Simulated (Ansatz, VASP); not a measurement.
# Two plane-wave programs on SnS2

INCAR

```
SYSTEM = SnS2
ALGO = Normal ; EDIFF = 1E-6
ENCUT = 500 ; GGA = PE
GGA_COMPAT = .False. ; ISIF = 2
ISMEAR = 0 ; LASPH = .True.
LCHARG = .False. ; LREAL = .False.
LWAVE = .False. ; NBANDS = 20
NELM = 120 ; PREC = Accurate
SIGMA = 0.01
```

Contents of KPOINTS:

```
k-points
0
Gamma
  5 5 3
  0 0 0
```

POSCAR

```
SnS2
1.0
    3.7277908986      0.0000000000      0.0000000000
   -1.8638954493      3.2283611630      0.0000000000
    0.0000000000      0.0000000000      6.0111780690
Sn S
1 2
Direct
    0.0000000000      0.0000000000      0.0000000000
    0.3333333333      0.6666666667      0.2500000000
    0.6666666667      0.3333333333      0.7500000000
```

Input for Ansatz:

```yaml
crystal:
  lattice:
    - [3.7277908986159853, 0.0, 0.0]
    - [-1.8638954493079927, 3.2283611629837115, 0.0]
    - [0.0, 0.0, 6.0111780689965935]
  atoms:
    - { symbol: Sn, position: [0.0, 0.0, 0.0] }
    - { symbol: S, position: [0.3333333333333333, 0.6666666666666666, 0.25] }
    - { symbol: S, position: [0.6666666666666666, 0.3333333333333333, 0.75] }
basis:
  ecutwfc: 500.0
kpoints:
  mp_grid:
    grid: [5, 5, 3]
hamiltonian:
  xc: pbe
scf:
  occupations:
    method: fixed
output:
  stress: true
```

Alike in both runs: task single point; functional PBE; k mesh 5 × 5 × 3; no spin polarisation.

|  | VASP | Ansatz |
| --- | --- | --- |
| version | VASP 6.6.1 | Ansatz 0.2.0 |
| potentials or method | VASP PAW PBE potentials, release 64 (Sn_d, S), cutoff 500 eV | plane waves, PAW |
| occupations | gaussian, width 0.01 eV | fixed |
| valence electrons in the cell | 26 | 26 |

```csv
,VASP,Ansatz,Ansatz less VASP
pressure (GPa),-1.4,-1.3,+0.11
```
